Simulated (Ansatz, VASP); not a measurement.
**Ni in VASP and in Ansatz**

```
Ni
1.0
     0.00000    1.77183    1.77183
     1.77183    0.00000    1.77183
     1.77183    1.77183    0.00000
Ni
1
Direct
  0.00000 0.00000 0.00000
```

Alike in both runs: task single point; functional revPBE; k mesh 25 × 25 × 25; occupations fermi-dirac, width 0.05 eV; collinear spin.

|  | VASP | Ansatz |
| --- | --- | --- |
| version | VASP 6.6.1 | Ansatz 0.2.0 |
| potentials or method | VASP PAW PBE potentials, release 64 (Ni), cutoff 520 eV | plane waves (420 eV) with PAW, scalar-relativistic |
| valence electrons in the cell | 10 | 18 |

```tsv
	VASP	Ansatz	Ansatz less VASP
net moment per atom (μB)	0.63	0.64	+0.014
size of the moment on the site where the two differ most (μB)	0.64	0.69	+0.041
```

VASP's potentials were made for PBE, not for revPBE. Site moments also hang on the region over which each program counts them. VASP's potentials hold 10 valence electrons a cell and Ansatz's 18, so a difference there can come from the potentials and not from the codes.
